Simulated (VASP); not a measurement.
Runs of VASP 6.6.1 on GaSb. The structure is that of space group I-4m2 (No. 119), or close to it. The cells are those of the table. 

| cell | gap on the mesh (eV) | pressure (GPa) |
| --- | --- | --- |
| a = 4.046 Å, angles 101.0, 101.0, 128.1°, 2 atoms | none | (a) |
| a = 4.050 Å, angles 98.8, 98.8, 134.0°, 2 atoms | none | 6.7 |
| a = 4.129 Å, angles 97.6, 97.6, 137.3°, 2 atoms | none | 5.4 |
| a = 4.108 Å, angles 98.8, 98.8, 133.9°, 2 atoms | none | 3.4 |
| a = 4.169 Å, angles 98.6, 98.6, 134.6°, 2 atoms | none | 1.1 |
| a = 4.196 Å, angles 97.5, 97.5, 137.6°, 2 atoms | none | (b) |
| a = 4.049 Å, angles 99.1, 99.1, 133.2°, 2 atoms | none | 6.3 |
| a = 4.259 Å, angles 96.7, 96.7, 140.1°, 2 atoms | none | 2.6 |

Alike in all rows: task single point; level PBE; potentials or basis VASP PAW PBE potentials, release 64 (Ga_d, Sb); no spin polarisation; k mesh 16 × 16 × 16; cutoff (eV) 520; smearing gaussian 0.15 eV.

Q: Estimate the missing entries.

A: (a) 4.4; (b) 2.3.

Caveats: spin-orbit coupling is left out, which moves the levels of the heavy elements.

A k mesh can miss the band edges, and the runs leave out spin-orbit coupling on Ga, Sb.

A gap of «none» marks levels without a gap at the run's occupations.
